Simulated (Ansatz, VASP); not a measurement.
**One calculation of NaCl, two programs**

```
Na Cl
1.0
     2.81000    2.81000    0.00000
    -2.81000    2.81000    0.00000
     0.00000    2.81000    2.81000
Na Cl
1 1
Direct
  0.00000 0.00000 0.00000
  0.50000 0.50000 0.00000
```

Alike in both runs: task relaxation of cell and atoms; functional LDA; k mesh 12 × 12 × 12; occupations fermi-dirac, width 0.1 eV; no spin polarisation.

|  | VASP | Ansatz |
| --- | --- | --- |
| version | VASP 6.6.1 | Ansatz 0.2.0 |
| potentials or method | VASP PAW LDA potentials, release 64 (Na_pv, Cl) | PAW with Ansatz's default frozen-core files, scalar-relativistic |
| plane-wave cutoff (eV) | 600 | 420 |
| valence electrons in the cell | 14 | 16 |

VASP gave:

```
gap on the k mesh at the Fermi level, each at its own relaxed structure (eV) : 5.08
relaxed volume (Å³/atom)                                                     : 20.41
relaxed length of the cell vector where the two differ most in proportion (Å)              : 3.865
```

Question: What did Ansatz give for the same quantities?

Answer: gap on the k mesh at the Fermi level, each at its own relaxed structure (eV): 5.07; relaxed volume (Å³/atom): 20.40; relaxed length of the cell vector where the two differ most in proportion (Å): 3.864.

LDA's correlation is that of Perdew and Zunger in VASP and of Perdew and Wang (1992) in Ansatz. VASP's potentials hold 14 valence electrons a cell and Ansatz's 16, so a difference there can come from the potentials and not from the codes.
